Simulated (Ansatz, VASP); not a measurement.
## Two plane-wave programs on Ni

The input INCAR:

```
SYSTEM = Ni
  PREC = Accurate
  ENCUT = 520
  EDIFF = 1E-8
  ISMEAR = -1
  SIGMA = 0.05
  LREAL = .FALSE.
  LASPH = .TRUE.
  NELM = 150
  ALGO = Normal
  ISIF = 2
  LWAVE = .FALSE.
  LCHARG = .FALSE.
  ISPIN = 2
  MAGMOM = 1.5
  LORBIT = 11
  LMAXMIX = 4
  LEFG = .TRUE.
  NBANDS = 15
```

The input KPOINTS:

```
regular mesh
0
G
  20 20 20
  0 0 0
```

Contents of POSCAR:

```
Ni
1.0
    0.0000000000      1.7796586194      1.7796586194
    1.7796586194      0.0000000000      1.7796586194
    1.7796586194      1.7796586194      0.0000000000
Ni
1
Direct
    0.0000000000      0.0000000000      0.0000000000
```

Input for Ansatz:

```yaml
crystal:
  lattice:
    - [0.0, 1.7796586194, 1.7796586194]
    - [1.7796586194, 0.0, 1.7796586194]
    - [1.7796586194, 1.7796586194, 0.0]
  atoms:
    - { symbol: Ni, position: [0.0, 0.0, 0.0], spin: 1.5 }
magnetization:
  spin_polarized: true
kpoints:
  mp_grid: { grid: [20, 20, 20] }
scf:
  occupations: { method: fermi_dirac, width: 0.05 }
hamiltonian:
  xc: lda
  pseudopotentials: { kind: paw }
output:
  forces: true
  stress: true
  eigenvalues: true
  efg: { contact_densities: true }
  write_density: true
  write_potential: true
  elf: true
  volumetric_format: npy
```

Change from the starting cell: volume scaled by 1.02, PAW files.

Alike in both runs: task electric field gradients; functional LDA; k mesh 20 × 20 × 20; occupations fermi-dirac, width 0.05 eV; collinear spin.

|  | VASP | Ansatz |
| --- | --- | --- |
| version | VASP 6.6.1 | Ansatz 0.2.0 |
| potentials or method | VASP PAW LDA potentials, release 64 (Ni) | PAW with Ansatz's default frozen-core files, scalar-relativistic |
| plane-wave cutoff (eV) | 520 | 420 |
| valence electrons in the cell | 10 | 18 |

VASP gave:

* pressure (GPa): -22.1
* net moment per atom (μB): 0.61
* size of the moment on the site where the two differ most (μB): 0.62

Question: What did Ansatz give for the same quantities?

Answer: Pressure (GPa): -22.3; net moment per atom (μB): 0.63; size of the moment on the site where the two differ most (μB): 0.66.

LDA's correlation is that of Perdew and Zunger in VASP and of Perdew and Wang (1992) in Ansatz. Site moments also hang on the region over which each program counts them. VASP's potentials hold 10 valence electrons a cell and Ansatz's 18, so a difference there can come from the potentials and not from the codes.
